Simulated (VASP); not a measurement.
# Ba in VASP: further runs

Runs on Ba. Level: PBEsol. Tasks: single point.

Everything below comes from runs of VASP 6.6.1. Logs are shortened: lines on timing, memory, paths and dates and some standing lists are left out, and cuts for length are marked.

### Step 1. The cell of the first run

The cell holds a slab with vacuum, 7 atoms: a = 5.020 Å, b = 4.347 Å, c = 41.298 Å, α = 90.00°, β = 90.00°, γ = 54.74°.

### Step 2. Single point, PBEsol

INCAR

```
SYSTEM = Ba
  PREC = Accurate
  ENCUT = 400
  EDIFF = 1E-6
  ISMEAR = 1
  SIGMA = 0.1
  LREAL = .False.
  LASPH = .True.
  NELM = 120
  ALGO = Normal
  ISIF = 2
  LWAVE = .False.
  LCHARG = .False.
  LDIPOL = .True.
  IDIPOL = 3
  DIPOL = 0.5 0.5 0.500
  GGA = PS
  NBANDS = 44
  GGA_COMPAT = .False.
  NELMDL = -8
```

KPOINTS

```
regular mesh
0
Gamma
  12 12 1
  0 0 0
```

POSCAR

```
Ba
1.0
    5.0200000000      0.0000000000      0.0000000000
    2.5100000000      3.5496760420      0.0000000000
    0.0000000000      0.0000000000     41.2980562490
Ba
7
Direct
    0.0000000000      0.0000000000      0.2533087269
    0.5000000000      0.0000000000      0.3344425111
    0.0000000000      0.0000000000      0.4173479553
    0.5000000000      0.0000000000      0.4999999595
    0.0000000000      0.0000000000      0.5826521229
    0.5000000000      0.0000000000      0.6655574350
    0.0000000000      0.0000000000      0.7466912892
```

Potentials or basis: VASP PAW PBE potentials, release 64 (Ba_sv).

Started as:

```bash
> cat potpaw_PBE.64/Ba_sv/POTCAR > POTCAR
> mpirun -np 1 vasp_std > vasp.out
```

OUTCAR:

```text
SYSTEM = Ba
   PREC = Accurate
   ENCUT = 400
   EDIFF = 1E-6
   ISMEAR = 1
   LREAL = .False.
   LASPH = .True.
   NELM = 120
   ISIF = 2
   GGA = PS
   NELMDL = -8

 ion  position               nearest neighbor table
   1  0.000  0.000  0.253-   2 4.19   2 4.19
   2  0.500  0.000  0.334-   1 4.19   1 4.19   3 4.25   3 4.25
   3  0.000  0.000  0.417-   4 4.24   4 4.24   2 4.25   2 4.25
   4  0.500  0.000  0.500-   3 4.24   3 4.24   5 4.24   5 4.24
   5  0.000  0.000  0.583-   4 4.24   4 4.24   6 4.25   6 4.25
   6  0.500  0.000  0.666-   7 4.19   7 4.19   5 4.25   5 4.25
   7  0.000  0.000  0.747-   6 4.19   6 4.19

  LATTYP: Found a base centered orthorhombic cell.
 ALAT       =     5.0200000000
 B/A-ratio  =     1.4142135625
 C/A-ratio  =     8.2267044321

  Lattice vectors:

 A1 = (   2.5100000000,  -3.5496760420,   0.0000000000)
 A2 = (   2.5100000000,   3.5496760420,   0.0000000000)
 A3 = (   0.0000000000,   0.0000000000,  41.2980562490)

Analysis of symmetry for initial positions (statically):
=====================================================================
 Subroutine PRICEL returns:
 Original cell was already a primitive cell.

 Routine SETGRP: Setting up the symmetry group for a
 base centered orthorhombic supercell.

 Subroutine GETGRP returns: Found  8 space group operations
 (whereof  8 operations were pure point group operations)
 out of a pool of  8 trial point group operations.

The static configuration has the point symmetry D_2h.

Analysis of symmetry for dynamics (positions and initial velocities):
=====================================================================
 Subroutine PRICEL returns:
 Original cell was already a primitive cell.

 Routine SETGRP: Setting up the symmetry group for a
 base centered orthorhombic supercell.

 Subroutine GETGRP returns: Found  8 space group operations
 (whereof  8 operations were pure point group operations)
 out of a pool of  8 trial point group operations.

The dynamic configuration has the point symmetry D_2h.

 Subroutine INISYM returns: Found  8 space group operations
 (whereof  8 operations are pure point group operations),
 and found     1 'primitive' translations

----------------------------------------------------------------------------------------

                                     Primitive cell

  volume of cell :     735.9055

  direct lattice vectors                    reciprocal lattice vectors
     5.020000000  0.000000000  0.000000000     0.199203187 -0.140857925  0.000000000
     2.510000000  3.549676042  0.000000000     0.000000000  0.281715849  0.000000000
     0.000000000  0.000000000 41.298056249     0.000000000  0.000000000  0.024214215

  length of vectors
     5.020000000  4.347447527 41.298056249     0.243973082  0.281715849  0.024214215

  position of ions in fractional coordinates (direct lattice)
     0.000000000  0.000000000  0.253308727
     0.500000000  0.000000000  0.334442511
     0.000000000  0.000000000  0.417347955
     0.500000000  0.000000000  0.499999960
     0.000000000  0.000000000  0.582652123
     0.500000000  0.000000000  0.665557435
     0.000000000  0.000000000  0.746691289

  ion indices of the primitive-cell ions
   primitive index   ion index
                 1           1
                 2           2
                 3           3
                 4           4
                 5           5
                 6           6
                 7           7

----------------------------------------------------------------------------------------

 KPOINTS: regular mesh

Automatic generation of k-mesh.
 Grid dimensions read from file:
 generate k-points for:   12   12    1

 Generating k-lattice:

  Cartesian coordinates                     Fractional coordinates (reciprocal lattice)
     0.016600266 -0.011738160  0.000000000     0.083333333  0.000000000  0.000000000
     0.000000000  0.023476321  0.000000000     0.000000000  0.083333333  0.000000000
     0.000000000  0.000000000  0.024214215     0.000000000  0.000000000  1.000000000

  Length of vectors
     0.020331090  0.023476321  0.024214215

  Shift w.r.t. Gamma in fractional coordinates (k-lattice)
     0.000000000  0.000000000  0.000000000

 Subroutine IBZKPT returns following result:
 ===========================================

 Found     43 irreducible k-points:

 Following reciprocal coordinates:
            Coordinates               Weight
  0.000000  0.000000  0.000000      1.000000
  0.083333  0.000000  0.000000      4.000000
  0.166667 -0.000000  0.000000      4.000000
  0.250000  0.000000  0.000000      4.000000
  0.333333 -0.000000  0.000000      4.000000
  0.416667 -0.000000  0.000000      4.000000
[... 16 lines left out ...]
 -0.416667  0.166667  0.000000      4.000000
 -0.333333  0.166667  0.000000      4.000000
 [... further k-points ...]
   k-points           NKPTS =     43   k-points in BZ     NKDIM =     43   number of bands    NBANDS=     44
   number of dos      NEDOS =    301   number of ions     NIONS =      7
   total plane-waves  NPLWV = 272160
   dimension x,y,z NGX =    36 NGY =   28 NGZ =  270
   dimension x,y,z NGXF=    72 NGYF=   56 NGZF=  540
   ions per type =               7
   NGX,Y,Z   is equivalent  to a cutoff of  11.92, 10.71, 10.87 a.u.
   NGXF,Y,Z  is equivalent  to a cutoff of  23.84, 21.41, 21.74 a.u.
 SYSTEM =  Ba
   PREC   = accura    normal or accurate (medium, high low for compatibility)
   ISTART =      0    job   : 0-new  1-cont  2-samecut
   ICHARG =      2    charge: 1-file 2-atom 10-const
   ISPIN  =      1    spin polarized calculation?
   LNONCOLLINEAR =      F non collinear calculations
   LSORBIT =      F    spin-orbit coupling
   LASPH  =      T    aspherical Exc in radial PAW
   ENCUT  =  400.0 eV  29.40 Ry    5.42 a.u.   8.19  7.09 67.35*2*pi/ulx,y,z
   NELM   =    120;   NELMIN=  2; NELMDL= -8     # of ELM steps
   EDIFF  = 0.1E-05   stopping-criterion for ELM
   LREAL  =      F    real-space projection
   EDIFFG = 0.1E-04   stopping-criterion for IOM
   NSW    =      0    number of steps for IOM
   IBRION =     -1    ionic relax: 0-MD 1-quasi-New 2-CG
   NFREE  =      0    steps in history (QN), initial steepest desc. (CG)
   ISIF   =      2    stress and relaxation
   ISYM   =      2    0-nonsym 1-usesym 2-fastsym
   POTIM  = 0.5000    time-step for ionic-motion
   TEBEG  =    0.0;   TEEND  =   0.0 temperature during run
   PSTRESS=    0.0 pullay stress
   NELECT =      70.0000    total number of electrons
   NUPDOWN=      -1.0000    fix difference up-down
   EMIN   =  10.00;   EMAX   =-10.00  energy-range for DOS
   EFERMI =   0.00;   METHOD = LEGACY
   ISMEAR =     1;   SIGMA  =   0.10  broadening in eV -4-tet -1-fermi 0-gaus
   EFERMI_NEDOS =   21; number of points for ismear=-14 and -15
   IALGO  =     38    algorithm
   IMIX   =      4    mixing-type and parameters
     AMIX     =   0.40;   BMIX     =  1.00
     AMIX_MAG =   1.60;   BMIX_MAG =  1.00
  volume/ion in A,a.u.               =     105.13       709.45
  Fermi-wavevector in a.u.,A,eV,Ry     =   0.747309  1.412209  7.598454  0.558471
  Thomas-Fermi vector in A             =   1.843334
   LORBIT       =      0    0 simple, 1 ext, 2 COOP (PROOUT), +10 PAW based schemes
   GGA     = PS    functional components
   LHFCALC =     F    Hartree Fock is set to
   AEXX    =    0.0000 exact exchange contribution
   IVDW    =     0    specifies the selected vdW correction
   LEPSILON=     F    determine dielectric tensor
   LRPA    =     F    only Hartree local field effects (RPA)
 non-spin polarized calculation
 Methfessel and Paxton  Order N= 1 SIGMA  =   0.10
  energy-cutoff  :      400.00
  volume of cell :      735.91
 maximum number of plane-waves:     13454
 NGX is ok and might be reduce to    36
   NGX = 17   NGY = 15   NGZ =135

 number of electron      69.9999997 magnetization

 dipolmoment           0.000000      0.000000      0.000000 electrons x Angstroem

 Free energy of the ion-electron system (eV)
  ---------------------------------------------------
  ext. energy  EPLUGINS =         0.00000000
  ---------------------------------------------------
  free energy    TOTEN  =       -14.22534482 eV

  energy without entropy =      -14.22207637  energy(sigma->0) =      -14.22425534

 E-fermi :   0.0000     XC(G=0):  -4.7924

 val. band max:       -0.0021235173   @ k =  -0.1667   0.2500   0.0000
 cond. band min:       0.0005927354   @ k =  -0.1667   0.3333   0.0000
 fundamental gap:      0.0027162527
 Fermi energy:         0.0000134630

 k-point     1 :       0.0000    0.0000    0.0000
  band No.  band energies     occupation
      1     -29.1810      2.00000
      2     -29.1810      2.00000
      3     -28.7827      2.00000
      4     -28.7726      2.00000
      5     -28.7319      2.00000
      6     -28.6997      2.00000
[... 36 lines left out ...]
     43       1.2605     -0.00000
     44       1.3939     -0.00000

 k-point     2 :       0.0833    0.0000    0.0000
  band No.  band energies     occupation
      1     -29.1796      2.00000
      2     -29.1795      2.00000
      3     -28.7806      2.00000
      4     -28.7709      2.00000
      5     -28.7309      2.00000
      6     -28.6984      2.00000
[... 36 lines left out ...]
     43       1.1872     -0.00000
     44       1.3518     -0.00000

 k-point     3 :       0.1667   -0.0000    0.0000
  band No.  band energies     occupation
      1     -29.1756      2.00000
      2     -29.1756      2.00000
      3     -28.7747      2.00000
      4     -28.7665      2.00000
      5     -28.7282      2.00000
      6     -28.6951      2.00000
[... 36 lines left out ...]
     43       1.0881     -0.00000
     44       1.1254     -0.00000

 k-point     4 :       0.2500    0.0000    0.0000
  band No.  band energies     occupation
      1     -29.1702      2.00000
      2     -29.1702      2.00000
      3     -28.7663      2.00000
      4     -28.7603      2.00000
      5     -28.7249      2.00000
      6     -28.6906      2.00000
[... 882 lines left out ...]
     43       0.6889     -0.00000
     44       0.8000     -0.00000

 k-point    23 :      -0.4167    0.1667    0.0000
  band No.  band energies     occupation
      1     -29.1561      2.00000
      2     -29.1561      2.00000
      3     -28.7450      2.00000
      4     -28.7447      2.00000
      5     -28.7164      2.00000
      6     -28.6782      2.00000
[... 36 lines left out ...]
     43       0.8094     -0.00000
     44       0.8841     -0.00000

 k-point    24 :      -0.3333    0.1667    0.0000
  band No.  band energies     occupation
      1     -29.1555      2.00000
      2     -29.1554      2.00000
      3     -28.7464      2.00000
      4     -28.7443      2.00000
      5     -28.7140      2.00000
      6     -28.6770      2.00000
[... 36 lines left out ...]
     43       0.7427     -0.00000
     44       0.7868     -0.00000

 [... further k-points ...]

------------------------ aborting loop because EDIFF is reached ----------------------------------------

 vacuum level on the upper side and lower side of the slab       (xc-potential included)        -0.143        -0.143

  FORCE on cell =-STRESS in cart. coord.  units (eV):
  Direction    XX          YY          ZZ          XY          YZ          ZX
  --------------------------------------------------------------------------------------
  -------------------------------------------------------------------------------------
  Total       -1.3787024     -1.6902739      0.1580084      0.0000000      0.0000000      0.0000000
  in kB       -3.0016431     -3.6799813      0.3440081      0.0000000      0.0000000      0.0000000
  external PRESSURE =      -2.1125388 kB  Pullay stress =       0.0000000 kB

 VOLUME and BASIS-vectors are now :
 -----------------------------------------------------------------------------
  energy-cutoff  :      400.00
  volume of cell :      735.91
      direct lattice vectors                 reciprocal lattice vectors
     5.020000000  0.000000000  0.000000000     0.199203187 -0.140857925  0.000000000
     2.510000000  3.549676042  0.000000000     0.000000000  0.281715849  0.000000000
     0.000000000  0.000000000 41.298056249     0.000000000  0.000000000  0.024214215

 POSITION                                       TOTAL-FORCE (eV/Angst)
 -----------------------------------------------------------------------------------
      0.00000      0.00000     10.46116        -0.000000      0.000000     -0.010263
      2.51000      0.00000     13.81183         0.000000      0.000000      0.004150
      0.00000      0.00000     17.23566         0.000000      0.000000     -0.003519
      2.51000      0.00000     20.64903         0.000000      0.000000      0.000000
      0.00000      0.00000     24.06240         0.000000      0.000000      0.003519
      2.51000      0.00000     27.48623         0.000000      0.000000     -0.004150
      0.00000      0.00000     30.83690        -0.000000      0.000000      0.010263
 -----------------------------------------------------------------------------------
    total drift:                                0.000000      0.000000      0.000012

  FREE ENERGIE OF THE ION-ELECTRON SYSTEM (eV)
  ---------------------------------------------------
  free  energy   TOTEN  =       -14.2253448242 eV

  energy  without entropy=      -14.2220763714  energy(sigma->0) =      -14.22425534

 vacuum level on the upper side and lower side of the slab         2.291         2.290
```

Wall time 20 min (1 thread of AMD EPYC 9R45 (Zen 5), shared host); peak memory 0.98 GiB.

Results:

```
Free energy            : -14.2253 eV
Largest force          : 0.010 eV/Å
Band gap on the k mesh : zero (bands 35 and 36 overlap by 0.66 eV)
```

Forces in eV/Å, atoms in the order of the input:
```
Ba   0.000  0.000 -0.010
Ba   0.000  0.000  0.004
Ba   0.000  0.000 -0.004
Ba   0.000  0.000  0.000
Ba   0.000  0.000  0.004
Ba   0.000  0.000 -0.004
Ba   0.000  0.000  0.010
```

Caveat: the PAW data sets were made with another functional, which shifts forces and pressure a little; spin-orbit coupling is left out, which moves the levels of the heavy elements.

### Step 3. Single point, PBEsol

This run uses another cell than the first one.

INCAR

```
SYSTEM = Ba
PREC = Accurate
ENCUT = 400
EDIFF = 1E-6
ISMEAR = 1
SIGMA = 0.1
LREAL = .FALSE.
LASPH = .TRUE.
NELM = 120
ALGO = Normal
ISIF = 2
LWAVE = .FALSE.
LCHARG = .FALSE.
LDIPOL = .TRUE.
IDIPOL = 3
DIPOL = 0.5 0.5 0.500
GGA = PS
NBANDS = 44
GGA_COMPAT = .FALSE.
NELMDL = -8
```

KPOINTS

```
regular mesh
0
G
  8 8 1
  0 0 0
```

POSCAR

```
Ba
1.0
    4.8798185640      0.0000000000      0.0000000000
    2.4399092820      3.4505527970      0.0000000000
    0.0000000000      0.0000000000     40.7033167840
Ba
7
Direct
    0.0000000000      0.0000000000      0.2456802244
    0.5000000000      0.0000000000      0.3304534829
    0.0000000000      0.0000000000      0.4152267415
    0.5000000000      0.0000000000      0.5000000000
    0.0000000000      0.0000000000      0.5847732585
    0.5000000000      0.0000000000      0.6695465171
    0.0000000000      0.0000000000      0.7543197756
```

Potentials or basis: VASP PAW PBE potentials, release 64 (Ba_sv).

Started as:

```bash
> cat potpaw_PBE.64/Ba_sv/POTCAR > POTCAR
> mpirun -np 1 vasp_std > vasp.out
```

It took 21 min on 1 thread of AMD EPYC 9755, shared host; peak memory 0.66 GiB.

It converged, with:

* Free energy: -14.2816 eV
* Largest force: 0.054 eV/Å
* Band gap on the k mesh: zero (bands 35 and 36 overlap by 0.75 eV)

Forces in eV/Å, atoms in the order of the input:
```
Ba   0.000  0.000  0.042
Ba   0.000  0.000 -0.054
Ba   0.000  0.000  0.005
Ba   0.000  0.000  0.000
Ba   0.000  0.000 -0.005
Ba   0.000  0.000  0.054
Ba   0.000  0.000 -0.042
```

Levels at points of the mesh, in eV from the Fermi level:
```
           k point  band 31  band 32  band 33  band 34  band 35  band 36  band 37  band 38  band 39  band 40
(0.00, 0.00, 0.00)    -2.20    -1.81    -1.41    -1.11    -0.96     0.42     0.42     0.70     0.74     0.88
(0.50, 0.00, 0.00)    -0.74    -0.74    -0.55    -0.51    -0.40     0.37     0.45     0.56     0.63     0.70
(0.00, 0.50, 0.00)    -0.60    -0.58    -0.50    -0.49    -0.42    -0.33    -0.31    -0.15     0.23     0.69
```

Caveat: the PAW data sets were made with another functional, which shifts forces and pressure a little; spin-orbit coupling is left out, which moves the levels of the heavy elements.

The gap in the log of VASP goes by the Fermi energy; the results here count the filled bands.